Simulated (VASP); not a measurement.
A run of VASP 6.6.1:

File INCAR:

```
PREC     = Accurate       # precision mode
ENCUT    = 600            # plane-wave cutoff, eV
EDIFF    = 1E-6           # SCF threshold, eV
ISMEAR   = -1             # smearing method
SIGMA    = 0.15           # smearing width, eV
LREAL    = F              # projectors in reciprocal space
LASPH    = T              # aspherical terms in the spheres
NELM     = 60             # most SCF steps
ALGO     = Normal         # electronic algorithm
ISIF     = 3              # what is computed and relaxed
LWAVE    = F              # write WAVECAR
LCHARG   = F              # write CHGCAR
GGA      = PS             # functional
IVDW     = 12             # dispersion correction
IBRION   = 2              # ionic algorithm
NSW      = 80             # ionic steps
EDIFFG   = -0.01          # ionic threshold
```

File KPOINTS:

```
Automatic mesh
0
Gamma
  12 12 12
```

POSCAR

```
Zn
1.0
   -1.5690370000      1.5690370000      1.5690370000
    1.5690370000     -1.5690370000      1.5690370000
    1.5690370000      1.5690370000     -1.5690370000
Zn
1
Direct
    0.0000000000      0.0000000000      0.0000000000
```

Potentials or basis: VASP PAW PBE potentials, release 64 (Zn).

Run with:

```bash
$ cat potpaw_PBE.64/Zn/POTCAR > POTCAR
$ mpirun -np 1 vasp_std > vasp.out
```

Hardware: 1 thread of Intel(R) Xeon(R) Platinum 8559C (Emerald Rapids) (shared host).

Problem. How long does it take, and how much memory?

Solution. It took 14 s on 1 thread of Intel(R) Xeon(R) Platinum 8559C (Emerald Rapids), on a shared host, peak memory 0.15 GiB. Counts: scf iterations 29, k points 72, ion steps 4.
